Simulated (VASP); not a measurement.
# PtSeS4: single point with PBE

PtSeS4:

```
CELL_PARAMETERS angstrom
5.35440 0.00000 0.00000
0.00000 5.35440 0.00000
0.00000 0.00000 5.35440
ATOMIC_POSITIONS crystal
Pt 0.00000 0.00000 0.00000
Se 0.50000 0.50000 0.50000
S 0.24222 0.24222 0.24222
S 0.24222 0.75778 0.75778
S 0.75778 0.75778 0.24222
S 0.75778 0.24222 0.75778
```

The cell was built from a structure type or drawn by symmetry, and may not be a known phase.

- Program: VASP 6.6.1
- Task: single point
- Functional: PBE
- Potentials or basis: VASP PAW PBE potentials, release 64 (Pt, Se, S)
- Cutoff: 500 eV
- k mesh: 4 × 4 × 4
- Occupations: gaussian, width 0.1 eV
- Spin: collinear spin
- Starting moments: [1.0, 0.0, 0.0, 0.0, 0.0, 0.0] μB
- Dipole correction: no
- Further INCAR settings: ALGO = Normal; EDIFF = 1e-06; NBANDS = 33

| Property | Result |
| --- | --- |
| Pressure | -0.2 GPa |
| Largest force | 0.010 eV/Å |
| Band gap on the k mesh | zero (filled and empty bands overlap) |
| Net moment | 0.00 μB per cell |
| Valence electrons inside the program's atomic spheres | Pt 9.43; Se 3.65; S 3.59 |

Forces in eV/Å, atoms in the order of the input:
```
Pt   0.000  0.000  0.000
Se   0.000  0.000  0.000
S   -0.006 -0.006 -0.006
S   -0.006  0.006  0.006
S    0.006  0.006 -0.006
S    0.006 -0.006  0.006
```

Levels at points of the mesh, in eV from the Fermi level:
Spin up:
| k point | band 16 | band 17 | band 18 | band 19 | band 20 | band 21 | band 22 | band 23 | band 24 | band 25 |
| --- | --- | --- | --- | --- | --- | --- | --- | --- | --- | --- |
| (0.00, 0.00, 0.00) | -1.26 | -1.14 | -1.14 | -1.14 | 0.66 | 0.66 | 0.66 | 1.26 | 1.26 | 1.26 |
| (0.50, 0.00, 0.00) | -1.37 | -1.17 | -1.17 | -0.52 | -0.43 | -0.43 | 0.91 | 1.31 | 3.25 | 3.25 |
| (0.50, 0.50, 0.00) | -2.21 | -1.22 | -0.60 | -0.56 | -0.56 | 0.52 | 1.16 | 1.17 | 3.06 | 3.06 |
| (0.50, 0.50, 0.50) | -0.50 | -0.50 | -0.24 | -0.24 | -0.24 | 0.35 | 0.35 | 1.89 | 1.89 | 1.89 |
Spin down:
```csv
k point,band 18,band 19,band 20,band 21,band 22,band 23
"(0.00, 0.00, 0.00)",-1.14,-1.14,0.66,0.66,0.66,1.26
"(0.50, 0.00, 0.00)",-1.17,-0.52,-0.43,-0.43,0.91,1.31
"(0.50, 0.50, 0.00)",-0.60,-0.56,-0.56,0.52,1.16,1.17
"(0.50, 0.50, 0.50)",-0.24,-0.24,-0.24,0.35,0.35,1.89
```

Wall time 2.2 min on 1 thread of Intel Xeon 8259CL, on a shared host, peak memory 0.32 GiB.

Caveat: spin-orbit coupling is left out, which moves the levels of the heavy elements.
